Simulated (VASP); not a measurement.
A run of VASP 6.6.1:

INCAR

```
ALGO = Normal
EDIFF = 1E-6
ENCUT = 600
GGA = PS
GGA_COMPAT = F
ISIF = 2
ISMEAR = 0
LASPH = T
LCHARG = T
LELF = T
LREAL = F
LVHAR = T
LWAVE = F
NBANDS = 11
NELM = 120
PREC = Accurate
SIGMA = 0.1
```

The input KPOINTS:

```
k-points
0
Gamma
  8 8 8
```

Contents of POSCAR:

```
C
1.0
    0.0000000000      1.7800000000      1.7800000000
    1.7800000000      0.0000000000      1.7800000000
    1.7800000000      1.7800000000      0.0000000000
C
2
Direct
    0.0000000000      0.0000000000      0.0000000000
    0.2500000000      0.2500000000      0.2500000000
```

Potentials or basis: VASP PAW PBE potentials, release 64 (C).

Command:

```bash
$ cat potpaw_PBE.64/C/POTCAR > POTCAR
$ mpirun -np 1 vasp_std > vasp.out
```

Hardware: 1 thread of Intel(R) Xeon(R) Platinum 8375C CPU @ 2.90GHz (Ice Lake) (shared host).

Problem. How long does it take, and how much memory?

Solution. Wall time 6.7 s on 1 thread of Intel(R) Xeon(R) Platinum 8375C CPU @ 2.90GHz (Ice Lake) (shared host), peak memory 0.11 GiB. Counts: scf iterations 11, k points 29.
